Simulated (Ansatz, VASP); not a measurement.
# Two plane-wave programs on Cr

INCAR

```
  PREC = Accurate
  ENCUT = 520
  EDIFF = 1E-6
  ISMEAR = -1
  SIGMA = 0.1
  LREAL = False
  LASPH = True
  NELM = 100
  ALGO = Normal
  ISIF = 2
  LWAVE = False
  LCHARG = False
  GGA = RE
  NBANDS = 12
```

File KPOINTS:

```
regular mesh
0
Gamma
  17 17 17
```

File POSCAR:

```
Cr
1.0
    0.0000000000      1.8215751508      1.8215751508
    1.8215751508      0.0000000000      1.8215751508
    1.8215751508      1.8215751508      0.0000000000
Cr
1
Direct
    0.0000000000      0.0000000000      0.0000000000
```

Input for Ansatz:

```yaml
crystal:
  lattice:
    - [0.0, 1.8215751508, 1.8215751508]
    - [1.8215751508, 0.0, 1.8215751508]
    - [1.8215751508, 1.8215751508, 0.0]
  atoms:
    - { symbol: Cr, position: [0.0, 0.0, 0.0] }
hamiltonian:
  xc: revpbe
  pseudopotentials:
    kind: paw
    azcp:
      Cr: "pseudopotentials/Cr.paw.azcp"
basis:
  ecutwfc: 420
  fft_grid_basis: typed
kpoints:
  mp_grid: { grid: [17, 17, 17], shift: [0, 0, 0] }
magnetization:
  spin_polarized: false
scf:
  occupations: { method: fermi_dirac, width: 0.1 }
  lower_state_search: "off"
output:
  stress: true
  write_density: true
  write_potential: true
  elf: true
  volumetric_format: npy
```

Alike in both runs: task single point; functional revPBE; k mesh 17 × 17 × 17; occupations fermi-dirac, width 0.1 eV; no spin polarisation.

|  | VASP | Ansatz |
| --- | --- | --- |
| version | VASP 6.6.1 | Ansatz 0.2.0 |
| potentials or method | VASP PAW PBE potentials, release 64 (Cr_pv), cutoff 520 eV | plane waves (420 eV) with PAW, scalar-relativistic |
| valence electrons in the cell | 12 | 14 |

```tsv
	VASP	Ansatz	Ansatz less VASP
pressure (GPa)	-0.5	-0.1	+0.40
```

VASP's potentials were made for PBE, not for revPBE. VASP's potentials hold 12 valence electrons a cell and Ansatz's 14, so a difference there can come from the potentials and not from the codes.
